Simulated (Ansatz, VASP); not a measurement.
## Two plane-wave programs on CsBr

File INCAR:

```
ALGO = Normal ; EDIFF = 1E-6
ENCUT = 500 ; GGA = PE
GGA_COMPAT = False ; ISIF = 2
ISMEAR = -1 ; LASPH = True
LCHARG = False ; LREAL = False
LWAVE = False ; NBANDS = 15
NELM = 120 ; PREC = Accurate
SIGMA = 0.001
```

Contents of KPOINTS:

```
k-points
0
Gamma
  4 4 4
```

File POSCAR:

```
CsBr
1.0
    4.3196004938      0.0000000000      0.0000000000
    0.0000000000      4.3196004938      0.0000000000
    0.0000000000      0.0000000000      4.3196004938
Cs Br
1 1
Direct
    0.0000000000      0.0000000000      0.0000000000
    0.5000000000      0.5000000000      0.5000000000
```

Input for Ansatz:

```yaml
crystal:
  lattice:
    - [4.3196004938, 0.0, 0.0]
    - [0.0, 4.3196004938, 0.0]
    - [0.0, 0.0, 4.3196004938]
  atoms:
    - { symbol: Cs, position: [0.0, 0.0, 0.0] }
    - { symbol: Br, position: [0.5, 0.5, 0.5] }
kpoints:
  mp_grid: { grid: [4, 4, 4] }
hamiltonian:
  xc: pbe
scf:
  occupations: { method: fermi_dirac, width: 0.001 }
  n_extra_bands: 4
output:
  forces: true
  stress: true
  eigenvalues: true
```

Alike in both runs: task single point; functional PBE; k mesh 4 × 4 × 4; occupations fermi-dirac, width 0.001 eV; no spin polarisation.

```csv
,VASP,Ansatz
version,VASP 6.6.1,Ansatz 0.2.0
potentials or method,"VASP PAW PBE potentials, release 64 (Cs_sv, Br)",plane waves
plane-wave cutoff (eV),500,420
valence electrons in the cell,16,16
```

|  | VASP | Ansatz | Ansatz less VASP |
| --- | --- | --- | --- |
| gap on the k mesh at the Fermi level (eV) | 4.42 | 4.44 | +0.013 |
| pressure (GPa) | 0.7 | 0.7 | -0.05 |

Spin-orbit coupling is off throughout.
